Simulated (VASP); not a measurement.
# MgCd2O3 (P6/mmm) in VASP: further runs, part 2 of 2

VASP 6.6.1. The steps go on from the part before.

## 3. Relaxation of cell and atoms, PBE

This run uses another cell than the first one, of 15.18 Å³/atom, 0.968 times its volume.

Contents of INCAR:

```
SYSTEM = MgCd2O3
PREC = Accurate ; ENCUT = 600
EDIFF = 1E-6 ; ISMEAR = 0
SIGMA = 0.1 ; LREAL = .False.
LASPH = .True. ; NELM = 100
ALGO = Normal ; ISIF = 3
LWAVE = .False. ; LCHARG = .False.
GGA = PE ; IBRION = 2
NSW = 100 ; EDIFFG = -0.01
```

Contents of KPOINTS:

```
Automatic mesh
0
Gamma
  6 6 12
  0 0 0
```

Contents of POSCAR:

```
MgCd2O3
1.0
    5.8303057185      0.0000000000      0.0000000000
   -2.9151528593      5.0491928641      0.0000000000
    0.0000000000      0.0000000000      3.0934932474
Mg Cd O
1 2 3
Direct
    0.0000000000      0.0000000000      0.0000000000
    0.6666666667      0.3333333333      0.0000000000
    0.3333333333      0.6666666667      0.0000000000
    0.5000000000      0.0000000000      0.5000000000
    0.5000000000      0.5000000000      0.5000000000
    0.0000000000      0.5000000000      0.5000000000
```

Potentials or basis: VASP PAW PBE potentials, release 64 (Mg, Cd, O).

Run with:

```
cat potpaw_PBE.64/Mg/POTCAR potpaw_PBE.64/Cd/POTCAR potpaw_PBE.64/O/POTCAR > POTCAR
mpirun -np 1 vasp_std > vasp.out
```

OUTCAR:

```text
SYSTEM = MgCd2O3
   PREC = Accurate
   ENCUT = 600
   EDIFF = 1E-6
   ISMEAR = 0
   LREAL = .False.
   LASPH = .True.
   NELM = 100
   ISIF = 3
   GGA = PE
   IBRION = 2
   NSW = 100
   EDIFFG = -0.01

 ion  position               nearest neighbor table
   1  0.000  0.000  0.000-   2 3.37   3 3.37   2 3.37   3 3.37   2 3.37   3 3.37
   2  0.667  0.333  0.000-   6 2.29   6 2.29   4 2.29   4 2.29   5 2.29   5 2.29   3 3.37   1 3.37
                             3 3.37   1 3.37   1 3.37   3 3.37
   3  0.333  0.667  0.000-   6 2.29   6 2.29   4 2.29   4 2.29   5 2.29   5 2.29   2 3.37   1 3.37
                             2 3.37   1 3.37   1 3.37   2 3.37
   4  0.500  0.000  0.500-   2 2.29   3 2.29   2 2.29   3 2.29
   5  0.500  0.500  0.500-   2 2.29   3 2.29   2 2.29   3 2.29
   6  0.000  0.500  0.500-   2 2.29   3 2.29   2 2.29   3 2.29

  LATTYP: Found a hexagonal cell.
 ALAT       =     5.8303057185
[... 275 lines left out ...]
  ---------------------------------------------------
  ext. energy  EPLUGINS =         0.00000000
  ---------------------------------------------------
  free energy    TOTEN  =       -20.88320572 eV

  energy without entropy =      -20.87124381  energy(sigma->0) =      -20.87722476

 E-fermi :   1.5923     XC(G=0): -10.1767

 val. band max:        1.5071645603   @ k =   0.3333   0.0000   0.0833
 cond. band min:       1.6370119059   @ k =   0.3333   0.0000   0.1667
 fundamental gap:      0.1298473456
 Fermi energy:         1.5923140822

 k-point     1 :       0.0000    0.0000    0.0000
  band No.  band energies     occupation
      1     -15.6971      2.00000
      2     -14.8628      2.00000
      3     -14.8628      2.00000
      4      -6.2468      2.00000
      5      -5.5697      2.00000
      6      -5.3728      2.00000
[... 685 lines left out ...]
     25       6.0439      0.00000
     26       6.7301      0.00000

 [... further k-points ...]
[... 5 lines left out ...]
  --------------------------------------------------------------------------------------
  -------------------------------------------------------------------------------------
  Total       -0.0585735     -0.0585735      0.0500321      0.0000000      0.0000000     -0.0000000
  in kB       -1.0223738     -1.0223738      0.8732875      0.0000000      0.0000000     -0.0000000
  external PRESSURE =      -0.3904867 kB  Pullay stress =       0.0000000 kB
[... 21 lines left out ...]
  FREE ENERGIE OF THE ION-ELECTRON SYSTEM (eV)
  ---------------------------------------------------
  free  energy   TOTEN  =       -20.8832057160 eV

  energy  without entropy=      -20.8712438094  energy(sigma->0) =      -20.87722476

 reached required accuracy - stopping structural energy minimisation
```

OSZICAR:

```text
N       E                     dE             d eps       ncg     rms          rms(c)
DAV:   1     0.382655511065E+03    0.38266E+03   -0.25390E+04  2564   0.182E+03
[... 26 lines left out ...]
DAV:   1    -0.208881047258E+02   -0.52842E-02   -0.11241E-01  2804   0.349E+00    0.532E-01
DAV:   2    -0.208839646978E+02    0.41400E-02   -0.22346E-02  3140   0.125E+00    0.220E-01
DAV:   3    -0.208833258973E+02    0.63880E-03   -0.23783E-03  3358   0.434E-01    0.181E-01
DAV:   4    -0.208832389840E+02    0.86913E-04   -0.22122E-04  2646   0.110E-01    0.118E-01
DAV:   5    -0.208832063251E+02    0.32659E-04   -0.80392E-05  2852   0.576E-02    0.114E-02
DAV:   6    -0.208832053053E+02    0.10198E-05   -0.59469E-06  2754   0.225E-02    0.648E-03
DAV:   7    -0.208832057160E+02   -0.41064E-06   -0.35833E-06  2198   0.155E-02
   3 F= -.20883206E+02 E0= -.20877225E+02  d E =-.235642E-02
```

CONTCAR:

```text
MgCd2O3
   1.00000000000000
     5.8397573992534486   -0.0000000000000936   -0.0000000000000000
    -2.9198786996768868    5.0573782597412338    0.0000000000000000
     0.0000000000000000   -0.0000000000000000    3.1080070480618733
  Mg              Cd              O
     1     2     3
Direct
     0.0000000000000000    1.0000000000000000    1.0000000000000000
     0.6666666667000030    0.3333333332999970    1.0000000000000000
     0.3333333332999970    0.6666666667000030    0.0000000000000000
     0.5000000000000000    1.0000000000000000    0.5000000000000000
     0.5000000000000000    0.5000000000000000    0.5000000000000000
     0.0000000000000000    0.5000000000000000    0.5000000000000000

  0.00000000E+00  0.00000000E+00  0.00000000E+00
  0.00000000E+00  0.00000000E+00  0.00000000E+00
  0.00000000E+00  0.00000000E+00  0.00000000E+00
  0.00000000E+00  0.00000000E+00  0.00000000E+00
  0.00000000E+00  0.00000000E+00  0.00000000E+00
  0.00000000E+00  0.00000000E+00  0.00000000E+00
```

It took 2.7 min on 1 thread of Intel Xeon 6975P-C (Granite Rapids), shared host; peak memory 0.34 GiB.

What came out:

* Free energy: -20.8832 eV
* Relaxed volume: 15.30 Å³/atom
* Relaxed cell: a = 5.840 Å, b = 5.840 Å, c = 3.108 Å, α = 90.00°, β = 90.00°, γ = 120.00°
* Space group after relaxing (to 0.05 Å): P6/mmm (No. 191)
* Energy gained by relaxing: 0.4 meV/atom
* Ionic steps: 3
* Pressure after relaxing: 0.0 GPa
* Band gap on the k mesh: zero (band 22 reaches 1.76 eV, above the bottom of band 23 at 1.08 eV)

The path:
| step | energy change (eV) | largest force (eV/Å) | pressure (GPa) | volume (Å³) |
| --- | --- | --- | --- | --- |
| 1 | 0.0000 | 0.0000 | 0.82 | 91.07 |
| 2 | -0.0020 | 0.0000 | -0.37 | 92.09 |
| 3 | -0.0024 | 0.0000 | -0.04 | 91.79 |

Final structure:
```xyz
6
Lattice="5.8398 0.0000 0.0000 -2.9199 5.0574 0.0000 0.0000 0.0000 3.1080" Properties=species:S:1:pos:R:3 pbc="T T T"
Mg   -2.9199    5.0574    3.1080
Cd    2.9199    1.6858    3.1080
Cd    0.0000    3.3716    0.0000
O     0.0000    5.0574    1.5540
O     1.4599    2.5287    1.5540
O    -1.4599    2.5287    1.5540
```

Levels at points of the mesh, in eV from the Fermi level:
```tsv
k point	band 19	band 20	band 21	band 22	band 23	band 24	band 25	band 26
(0.00, 0.00, 0.00)	-0.74	-0.61	-0.61	-0.11	-0.11	2.57	4.83	4.83
(0.50, 0.00, 0.00)	-1.21	-0.66	-0.63	-0.11	0.25	1.69	3.76	4.97
(0.00, 0.00, 0.50)	-1.71	-0.48	0.17	0.17	1.38	2.37	4.11	4.34
(0.50, 0.00, 0.50)	-1.36	-1.36	-0.88	0.17	1.81	2.44	5.08	5.10
```
